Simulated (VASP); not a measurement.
CoO, 2 atoms in the cell. The structure is trigonal, space group R-3m (No. 166). Conventional cell: a = 3.091 Å, b = 3.091 Å, c = 6.895 Å, α = 90.00°, β = 90.00°, γ = 120.00°. Within 3.1 Å of Co (site symmetry -3m) lie 6 O at 2.12 Å and 12 Co at 2.91 to 3.09 Å. Within 3.1 Å of O (site symmetry -3m) lie 6 Co at 2.12 Å and 12 O at 2.91 to 3.09 Å. 

```yaml
Program: VASP 6.6.1
Task: single point
Functional: PBE
Potentials_or_basis: VASP PAW PBE potentials, release 64 (Co, O)
Cutoff: 520 eV
k_mesh: 18 × 18 × 18
Occupations: gaussian, width 0.1 eV
Spin: collinear spin, ferromagnetic start
Starting_moments: "[3.0, 1.0] μB"
Dipole_correction: no
Further_INCAR_settings: ALGO = Normal; EDIFF = 1e-07; NBANDS = 18
```

Potentials or basis: VASP PAW PBE potentials, release 64 (Co, O).

Command:

```sh
$ cat potpaw_PBE.64/Co/POTCAR potpaw_PBE.64/O/POTCAR > POTCAR
$ mpirun -np 1 vasp_std > vasp.out
```

Hardware: 1 thread of Intel(R) Xeon(R) Platinum 8259CL CPU @ 2.50GHz (Skylake/Cascade Lake), with other jobs on the host.

Estimate the wall time of this run.

Run time: 7.2 min on 1 thread of Intel(R) Xeon(R) Platinum 8259CL CPU @ 2.50GHz (Skylake/Cascade Lake), on a shared host, peak memory 0.4 GiB. Counts: scf iterations 18, k points 580.
